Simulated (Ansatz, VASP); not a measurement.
**Co in VASP and in Ansatz**

```xyz
4
Lattice="2.4372 0.0000 0.0000 -1.2186 2.1107 0.0000 0.0000 0.0000 7.9789" Properties=species:S:1:pos:R:3 pbc="T T T"
Co    1.2186    0.7036    5.9842
Co    0.0000    0.0000    3.9895
Co    0.0000    1.4071    1.9947
Co    0.0000    0.0000    0.0000
```

Alike in both runs: task single point; functional revPBE; k mesh 12 × 12 × 4; occupations fermi-dirac, width 0.05 eV; collinear spin.

|  | VASP | Ansatz |
| --- | --- | --- |
| version | VASP 6.6.1 | Ansatz 0.2.0 |
| potentials or method | VASP PAW PBE potentials, release 64 (Co) | Ansatz PAW |
| plane-wave cutoff (eV) | 520 | 420 |
| valence electrons in the cell | 36 | 68 |

Ansatz gave:

| Property | Result |
| --- | --- |
| gap on the k mesh at the Fermi level (eV) | none |
| pressure (GPa) | 19.5 |
| traceless stress, the component that is largest in VASP (GPa) | -2.81 |
| net moment per atom (μB) | 1.62 |
| size of the moment on the site where the two differ most (μB) | 1.70 |

Which values does VASP return?

gap on the k mesh at the Fermi level (eV): none; pressure (GPa): 18.3; traceless stress, the component that is largest in VASP (GPa): -2.71; net moment per atom (μB): 1.60; size of the moment on the site where the two differ most (μB): 1.62.

VASP's potentials were made for PBE, not for revPBE. Site moments also hang on the region over which each program counts them. A gap of «none» marks a metal or a gap that the smearing closes. With one functional, cell and mesh, what is left measures potentials, basis and numerics. VASP's potentials hold 36 valence electrons a cell and Ansatz's 68, so a difference there can come from the potentials and not from the codes.
